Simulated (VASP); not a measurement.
Here is a VASP 6.6.1 calculation.

The input INCAR:

```
SYSTEM = Fe
PREC = Accurate ; ENCUT = 520
EDIFF = 1E-6 ; ISMEAR = -1
SIGMA = 0.05 ; LREAL = .False.
LASPH = .True. ; NELM = 150
ALGO = Normal ; ISIF = 2
LWAVE = .False. ; LCHARG = .False.
ISPIN = 2 ; MAGMOM = 3
LORBIT = 11 ; LMAXMIX = 4
GGA = CA ; NBANDS = 14
```

File KPOINTS:

```
Automatic mesh
0
Gamma
  16 16 16
  0 0 0
```

File POSCAR:

```
Fe
1.0
    0.0000000000      1.9545992686      1.9781194830
    1.5083634409      0.0000000000      1.9781194830
    1.5083634409      1.9545992686      0.0000000000
Fe
1
Direct
    0.0000000000      0.0000000000      0.0000000000
```

Potentials or basis: VASP PAW LDA potentials, release 64 (Fe).

The run is started by

```sh
$ cat potpaw_LDA.64/Fe/POTCAR > POTCAR
$ mpirun -np 1 vasp_std > vasp.out
```

(1) Estimate the site moments.

(2) Estimate the pressure.

## Answers

(1) Fe +2.16 μB.

(2) -21.6 GPa.

Caveat: the cell stands under tension.
